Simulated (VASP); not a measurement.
# MgO (P6_3mc) in VASP: further runs, part 2 of 2

VASP 6.6.1. The steps go on from the part before.

**4. Single point, PBEsol (c/a of the conventional cell at fixed volume 1.3979)**

INCAR reads:

```
SYSTEM = MgO
  PREC = Accurate
  ENCUT = 520
  EDIFF = 1E-6
  ISMEAR = 0
  SIGMA = 0.05
  LREAL = .False.
  LASPH = .True.
  NELM = 80
  ALGO = Normal
  ISIF = 2
  LWAVE = .False.
  LCHARG = .True.
  GGA = PS
  LELF = .True.
  LVHAR = .True.
  NBANDS = 16
```

KPOINTS reads:

```
Automatic mesh
0
Gamma
  9 9 6
  0 0 0
```

POSCAR reads:

```
MgO
1.0
    3.3965520429      0.0000000000      0.0000000000
   -1.6982760214      2.9415003544      0.0000000000
    0.0000000000      0.0000000000      4.7480401007
Mg O
2 2
Direct
    0.3333333333      0.6666666667      0.0508752499
    0.6666666667      0.3333333333      0.5508752499
    0.3333333333      0.6666666667      0.4009416620
    0.6666666667      0.3333333333      0.9009416620
```

Potentials or basis: VASP PAW PBE potentials, release 64 (Mg, O).

Run with:

```
$ cat potpaw_PBE.64/Mg/POTCAR potpaw_PBE.64/O/POTCAR > POTCAR
$ mpirun -np 1 vasp_std > vasp.out
```

OUTCAR:

```text
SYSTEM = MgO
   PREC = Accurate
   ENCUT = 520
   EDIFF = 1E-6
   ISMEAR = 0
   LREAL = .False.
   LASPH = .True.
   NELM = 80
   ISIF = 2
   GGA = PS

 ion  position               nearest neighbor table
   1  0.333  0.667  0.051-   3 1.66   4 2.09   4 2.09   4 2.09   2 3.08   2 3.08   2 3.08   2 3.08
                             2 3.08   2 3.08
   2  0.667  0.333  0.551-   4 1.66   3 2.09   3 2.09   3 2.09   1 3.08   1 3.08   1 3.08   1 3.08
                             1 3.08   1 3.08
   3  0.333  0.667  0.401-   1 1.66   2 2.09   2 2.09   2 2.09
   4  0.667  0.333  0.901-   2 1.66   1 2.09   1 2.09   1 2.09

  LATTYP: Found a hexagonal cell.
 ALAT       =     3.3965520429
 C/A-ratio  =     1.3979000000

  Lattice vectors:

 A1 = (   3.3965520429,   0.0000000000,   0.0000000000)
 A2 = (  -1.6982760214,   2.9415003544,   0.0000000000)
 A3 = (   0.0000000000,   0.0000000000,   4.7480401007)

Analysis of symmetry for initial positions (statically):
=====================================================================
 Subroutine PRICEL returns:
 Original cell was already a primitive cell.

[... 180 lines left out ...]
 fundamental gap:      3.4504417934
 Fermi energy:         1.0671689244

 k-point     1 :       0.0000    0.0000    0.0000
  band No.  band energies     occupation
      1     -15.2455      2.00000
      2     -14.3177      2.00000
      3      -2.0475      2.00000
      4       0.1302      2.00000
      5       0.1302      2.00000
      6       0.5268      2.00000
[... 433 lines left out ...]
      3      -1.7767      2.00000
      4      -1.3271      2.00000
      5      -1.3271      2.00000
      6      -0.3376      2.00000
[... 8 lines left out ...]
     15      14.7618      0.00000
     16      17.4221      0.00000

 [... further k-points ...]

------------------------ aborting loop because EDIFF is reached ----------------------------------------

  FORCE on cell =-STRESS in cart. coord.  units (eV):
  Direction    XX          YY          ZZ          XY          YZ          ZX
  --------------------------------------------------------------------------------------
  -------------------------------------------------------------------------------------
  Total       -3.0276488     -3.0276488     19.2794444     -0.0000000      0.0000000      0.0000000
  in kB     -102.2573485   -102.2573485    651.1537403     -0.0000000      0.0000000      0.0000000
  external PRESSURE =     148.8796811 kB  Pullay stress =       0.0000000 kB

 VOLUME and BASIS-vectors are now :
 -----------------------------------------------------------------------------
  energy-cutoff  :      520.00
  volume of cell :       47.44
      direct lattice vectors                 reciprocal lattice vectors
     3.396552043  0.000000000  0.000000000     0.294416216  0.169981282  0.000000000
    -1.698276021  2.941500354  0.000000000     0.000000000  0.339962563  0.000000000
     0.000000000  0.000000000  4.748040101     0.000000000  0.000000000  0.210613217

 POSITION                                       TOTAL-FORCE (eV/Angst)
 -----------------------------------------------------------------------------------
     -0.00000      1.96100      0.24156        -0.000000      0.000000     -6.283859
      1.69828      0.98050      2.61558         0.000000     -0.000000     -6.283859
     -0.00000      1.96100      1.90369        -0.000000      0.000000      6.283859
      1.69828      0.98050      4.27771         0.000000     -0.000000      6.283859
 -----------------------------------------------------------------------------------
    total drift:                               -0.000000      0.000000     -0.000593

  FREE ENERGIE OF THE ION-ELECTRON SYSTEM (eV)
  ---------------------------------------------------
  free  energy   TOTEN  =       -22.9812706984 eV

  energy  without entropy=      -22.9812706984  energy(sigma->0) =      -22.98127070
```

OSZICAR:

```text
N       E                     dE             d eps       ncg     rms          rms(c)
DAV:   1     0.638044113872E+02    0.63804E+02   -0.74177E+03  1536   0.879E+02
DAV:   2    -0.231150064582E+02   -0.86919E+02   -0.79795E+02  2160   0.197E+02
DAV:   3    -0.275002331707E+02   -0.43852E+01   -0.43731E+01  1712   0.461E+01
DAV:   4    -0.275182751165E+02   -0.18042E-01   -0.18042E-01  1928   0.352E+00
DAV:   5    -0.275183642638E+02   -0.89147E-04   -0.89147E-04  1760   0.236E-01    0.118E+01
DAV:   6    -0.231202268009E+02    0.43981E+01   -0.12153E+01  1552   0.263E+01    0.395E+00
DAV:   7    -0.230234128062E+02    0.96814E-01   -0.17742E-01  1536   0.340E+00    0.223E+00
DAV:   8    -0.229830107395E+02    0.40402E-01   -0.11027E-01  1728   0.347E+00    0.457E-01
DAV:   9    -0.229808491456E+02    0.21616E-02   -0.11035E-02  1808   0.929E-01    0.154E-01
DAV:  10    -0.229812480908E+02   -0.39895E-03   -0.84142E-04  1552   0.287E-01    0.286E-02
DAV:  11    -0.229812722205E+02   -0.24130E-04   -0.92908E-05  1704   0.874E-02    0.217E-02
DAV:  12    -0.229812719603E+02    0.26015E-06   -0.34789E-05  1608   0.471E-02    0.114E-02
DAV:  13    -0.229812706606E+02    0.12998E-05   -0.28212E-06  1632   0.151E-02    0.267E-03
DAV:  14    -0.229812706984E+02   -0.37782E-07   -0.22249E-07   784   0.403E-03
   1 F= -.22981271E+02 E0= -.22981271E+02  d E =-.183082E-16
```

Wall time 70 s (1 thread of AMD EPYC 7R13, shared host); peak memory 0.16 GiB.

What came out:

| Property | Result |
| --- | --- |
| Free energy | -22.9813 eV |
| Pressure | 14.9 GPa |
| Largest force | 6.284 eV/Å |
| Band gap on the k mesh | 3.45 eV, indirect (least direct gap 3.46 eV) |

Forces in eV/Å, atoms in the order of the input:
```
Mg   0.000  0.000 -6.284
Mg   0.000  0.000 -6.284
O    0.000  0.000  6.284
O    0.000  0.000  6.284
```

Stress tensor (GPa, compression positive):
```
-10.23   0.00   0.00
  0.00 -10.23   0.00
  0.00   0.00  65.12
```

Caveat: the PAW data sets were made with another functional, which shifts forces and pressure a little. A k mesh can miss the band edges.

**5. Overview**

```csv
cell,gap on the mesh (eV),pressure (GPa),largest force (eV/Å)
"a = 3.220, b = 3.220, c = 5.284 Å, angles 90.0, 90.0, 120.0°, 4 atoms",3.49,2.2,1.70
"a = 3.261, b = 3.261, c = 5.152 Å, angles 90.0, 90.0, 120.0°, 4 atoms",3.57,4.1,2.43
"a = 3.397, b = 3.397, c = 4.748 Å, angles 90.0, 90.0, 120.0°, 4 atoms",3.45,14.9,6.28
```

Alike in all rows: task single point; level PBEsol; potentials or basis VASP PAW PBE potentials, release 64 (Mg, O); no spin polarisation; k mesh 9 × 9 × 6; cutoff (eV) 520; smearing gaussian 0.05 eV.

Caveats: the PAW data sets were made with another functional, which shifts forces and pressure a little.

Absolute energies hang on the potentials; compare differences alone.
